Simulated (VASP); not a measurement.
# CsH (Fm-3m) in VASP: single point with r2SCAN

Aim: the single point of CsH with r2SCAN.

All numbers are computed with VASP 6.6.1; they aren't measurements. Logs are shortened: lines on timing, memory, paths and dates and some standing lists are left out, and cuts for length are marked.

### 1 The cell of the first run

The structure is cubic, space group Fm-3m (No. 225). The conventional cell has a = 6.631 Å, b = 6.631 Å, c = 6.631 Å, α = 90.00°, β = 90.00°, γ = 90.00°. Cs (site symmetry m-3m) has 6 H at 3.32 Å within 4.4 Å. H (site symmetry m-3m) has 6 Cs at 3.32 Å within 4.4 Å.

### 2 Single point, r2SCAN (strain +0.040 along x and y, +0.040 along z)

POSCAR reads:

```
CsH
1.0
    0.0000000000      3.3155200000      3.3155200000
    3.3155200000      0.0000000000      3.3155200000
    3.3155200000      3.3155200000      0.0000000000
Cs H
1 1
Direct
    0.0000000000      0.0000000000      0.0000000000
    0.5000000000      0.5000000000      0.5000000000
```

INCAR.step1 reads:

```
PREC     = Accurate       # precision mode
ENCUT    = 520            # plane-wave cutoff, eV
ISMEAR   = 0              # smearing method
SIGMA    = 0.05           # smearing width, eV
LREAL    = F              # projectors in reciprocal space
LASPH    = T              # aspherical terms in the spheres
NELM     = 80             # most SCF steps
NBANDS   = 12             # bands
GGA      = PE             # functional
ALGO     = Normal         # electronic algorithm
EDIFF    = 1E-4           # SCF threshold, eV
LWAVE    = T              # write WAVECAR
LCHARG   = F              # write CHGCAR
```

INCAR.step2 reads:

```
PREC     = Accurate       # precision mode
ENCUT    = 520            # plane-wave cutoff, eV
EDIFF    = 1E-6           # SCF threshold, eV
ISMEAR   = 0              # smearing method
SIGMA    = 0.05           # smearing width, eV
LREAL    = F              # projectors in reciprocal space
LASPH    = T              # aspherical terms in the spheres
NELM     = 80             # most SCF steps
ALGO     = Normal         # electronic algorithm
ISIF     = 2              # what is computed and relaxed
LWAVE    = F              # write WAVECAR
LCHARG   = F              # write CHGCAR
METAGGA  = R2SCAN         # meta-GGA
LMIXTAU  = T            
NBANDS   = 12             # bands
ISTART   = 1
```

KPOINTS reads:

```
regular mesh
0
Gamma
  6 6 6
```

Potentials or basis: VASP PAW PBE potentials, release 64 (Cs_sv, H).

Command:

```
$ cat potpaw_PBE.64/Cs_sv/POTCAR potpaw_PBE.64/H/POTCAR > POTCAR
$ cp INCAR.step1 INCAR
$ mpirun -np 1 vasp_std > vasp.out
$ cp INCAR.step2 INCAR
$ mpirun -np 1 vasp_std > vasp.out
```

OUTCAR:

```text
PREC = Accurate
   ENCUT = 520
   EDIFF = 1E-6
   ISMEAR = 0
   LREAL = F
   LASPH = T
   NELM = 80
   ISIF = 2
   METAGGA = R2SCAN
   ISTART = 1

 ion  position               nearest neighbor table
   1  0.000  0.000  0.000-
   2  0.500  0.500  0.500-

  LATTYP: Found a face centered cubic cell.
 ALAT       =     6.6310400000

  Lattice vectors:

 A1 = (   0.0000000000,   3.3155200000,   3.3155200000)
 A2 = (   3.3155200000,   0.0000000000,   3.3155200000)
 A3 = (   3.3155200000,   3.3155200000,   0.0000000000)

Analysis of symmetry for initial positions (statically):
=====================================================================
 Subroutine PRICEL returns:
 Original cell was already a primitive cell.

 Routine SETGRP: Setting up the symmetry group for a
 face centered cubic supercell.

 Subroutine GETGRP returns: Found 48 space group operations
 (whereof 48 operations were pure point group operations)
 out of a pool of 48 trial point group operations.

The static configuration has the point symmetry O_h .

Analysis of symmetry for dynamics (positions and initial velocities):
=====================================================================
 Subroutine PRICEL returns:
 Original cell was already a primitive cell.

 Routine SETGRP: Setting up the symmetry group for a
 face centered cubic supercell.

 Subroutine GETGRP returns: Found 48 space group operations
 (whereof 48 operations were pure point group operations)
 out of a pool of 48 trial point group operations.

The dynamic configuration has the point symmetry O_h .

 Subroutine INISYM returns: Found 48 space group operations
 (whereof 48 operations are pure point group operations),
 and found     1 'primitive' translations

----------------------------------------------------------------------------------------

                                     Primitive cell

  volume of cell :      72.8929

  direct lattice vectors                    reciprocal lattice vectors
     0.000000000  3.315520000  3.315520000    -0.150805907  0.150805907  0.150805907
     3.315520000  0.000000000  3.315520000     0.150805907 -0.150805907  0.150805907
     3.315520000  3.315520000  0.000000000     0.150805907  0.150805907 -0.150805907

  length of vectors
[... 77 lines left out ...]
   IBRION =     -1    ionic relax: 0-MD 1-quasi-New 2-CG
   NFREE  =      0    steps in history (QN), initial steepest desc. (CG)
   ISIF   =      2    stress and relaxation
   ISYM   =      2    0-nonsym 1-usesym 2-fastsym
   POTIM  = 0.5000    time-step for ionic-motion
   TEBEG  =    0.0;   TEEND  =   0.0 temperature during run
   PSTRESS=    0.0 pullay stress
   NELECT =      10.0000    total number of electrons
   NUPDOWN=      -1.0000    fix difference up-down
   EMIN   =  10.00;   EMAX   =-10.00  energy-range for DOS
   EFERMI =   0.00;   METHOD = LEGACY
   ISMEAR =     0;   SIGMA  =   0.05  broadening in eV -4-tet -1-fermi 0-gaus
   EFERMI_NEDOS =   21; number of points for ismear=-14 and -15
   IALGO  =     38    algorithm
   IMIX   =      4    mixing-type and parameters
     AMIX     =   0.40;   BMIX     =  1.00
     AMIX_MAG =   1.60;   BMIX_MAG =  1.00
  volume/ion in A,a.u.               =      36.45       245.95
  Fermi-wavevector in a.u.,A,eV,Ry     =   0.844332  1.595556  9.699543  0.712896
  Thomas-Fermi vector in A             =   1.959343
   LORBIT       =      0    0 simple, 1 ext, 2 COOP (PROOUT), +10 PAW based schemes
   METAGGA = R2SCAN    functional components
   LHFCALC =     F    Hartree Fock is set to
   AEXX    =    0.0000 exact exchange contribution
   IVDW    =     0    specifies the selected vdW correction
   LEPSILON=     F    determine dielectric tensor
   LRPA    =     F    only Hartree local field effects (RPA)
 non-spin polarized calculation
 Gauss-broadening in eV      SIGMA  =   0.05
  energy-cutoff  :      520.00
  volume of cell :       72.89
 maximum number of plane-waves:      1989
   NGX = 17   NGY = 17   NGZ = 17

 number of electron       9.9999999 magnetization

 Free energy of the ion-electron system (eV)
  ---------------------------------------------------
  ext. energy  EPLUGINS =         0.00000000
  ---------------------------------------------------
  free energy    TOTEN  =       -28.96643745 eV

  energy without entropy =      -28.96643745  energy(sigma->0) =      -28.96643745

 E-fermi :  -0.3444     XC(G=0):  -7.1014

 val. band max:       -0.6216674299   @ k =   0.5000   0.0000   0.0000
 cond. band min:       2.1504768301   @ k =   0.5000   0.0000   0.0000
 fundamental gap:      2.7721442600
 Fermi energy:        -0.3444422348

 k-point     1 :       0.0000    0.0000    0.0000
  band No.  band energies     occupation
      1     -22.6905      2.00000
      2      -8.8770      2.00000
      3      -8.8770      2.00000
      4      -8.8770      2.00000
      5      -2.0426      2.00000
      6       5.0523      0.00000
      7       5.0523      0.00000
      8       5.0523      0.00000
      9       5.2847      0.00000
     10       6.7579      0.00000
     11       6.7579      0.00000
     12       8.4254      0.00000
[... 211 lines left out ...]
 k-point    16 :      -0.3333    0.5000    0.1667
  band No.  band energies     occupation
      1     -22.6252      2.00000
      2      -9.3051      2.00000
      3      -9.1499      2.00000
      4      -9.0889      2.00000
      5      -1.2362      2.00000
      6       3.4544      0.00000
      7       4.3717      0.00000
      8       5.4274      0.00000
      9       7.7966      0.00000
     10       8.1943      0.00000
     11       8.3056      0.00000
     12       8.5343      0.00000

------------------------ aborting loop because EDIFF is reached ----------------------------------------

  FORCE on cell =-STRESS in cart. coord.  units (eV):
  Direction    XX          YY          ZZ          XY          YZ          ZX
  --------------------------------------------------------------------------------------
  -------------------------------------------------------------------------------------
  Total       -0.4056898     -0.4056898     -0.4056898      0.0000000      0.0000000     -0.0000000
  in kB       -8.9170204     -8.9170204     -8.9170204      0.0000000      0.0000000     -0.0000000
  external PRESSURE =      -8.9170204 kB  Pullay stress =       0.0000000 kB

 VOLUME and BASIS-vectors are now :
 -----------------------------------------------------------------------------
  energy-cutoff  :      520.00
  volume of cell :       72.89
      direct lattice vectors                 reciprocal lattice vectors
     0.000000000  3.315520000  3.315520000    -0.150805907  0.150805907  0.150805907
     3.315520000  0.000000000  3.315520000     0.150805907 -0.150805907  0.150805907
     3.315520000  3.315520000  0.000000000     0.150805907  0.150805907 -0.150805907

 POSITION                                       TOTAL-FORCE (eV/Angst)
 -----------------------------------------------------------------------------------
      0.00000      0.00000      0.00000         0.000000     -0.000000     -0.000000
      3.31552      3.31552      3.31552         0.000000      0.000000      0.000000
 -----------------------------------------------------------------------------------
    total drift:                               -0.000000      0.000000      0.000000

  FREE ENERGIE OF THE ION-ELECTRON SYSTEM (eV)
  ---------------------------------------------------
  free  energy   TOTEN  =       -28.9664374481 eV

  energy  without entropy=      -28.9664374481  energy(sigma->0) =      -28.96643745
```

OUTCAR.step1:

```text
PREC = Accurate
   ENCUT = 520
   ISMEAR = 0
   LREAL = F
   LASPH = T
[... 451 lines left out ...]
 -----------------------------------------------------------------------------------
      0.00000      0.00000      0.00000         0.000000      0.000000      0.000000
      3.31552      3.31552      3.31552         0.000000      0.000000      0.000000
 -----------------------------------------------------------------------------------
    total drift:                               -0.000000      0.000000      0.000000

  FREE ENERGIE OF THE ION-ELECTRON SYSTEM (eV)
  ---------------------------------------------------
  free  energy   TOTEN  =        -4.5385422102 eV

  energy  without entropy=       -4.5385422102  energy(sigma->0) =       -4.53854221
```

Run time: 90 s. Hardware: 1 thread of Intel Xeon 8259CL, shared host; peak memory 0.21 GiB.

Results:

* Free energy: -28.9664 eV
* Pressure: -0.9 GPa
* Band gap on the k mesh: 2.77 eV

Levels at points of the mesh, in eV from the valence-band top:
```
           k point  band 3  band 4  band 5  band 6  band 7  band 8
(0.00, 0.00, 0.00)   -8.26   -8.26   -1.42    5.67    5.67    5.67
(0.50, 0.00, 0.00)   -8.32   -8.32    0.00    2.77    5.28    5.28
(0.50, 0.50, 0.00)   -8.45   -8.45   -0.85    3.70    5.62    8.10
```

Caveat: the cell differs from its parent crystal (strain +0.040 along x and y, +0.040 along z); the PAW data sets were made with another functional, which shifts forces and pressure a little; spin-orbit coupling is left out, which moves the levels of the heavy elements. A k mesh can miss the band edges.
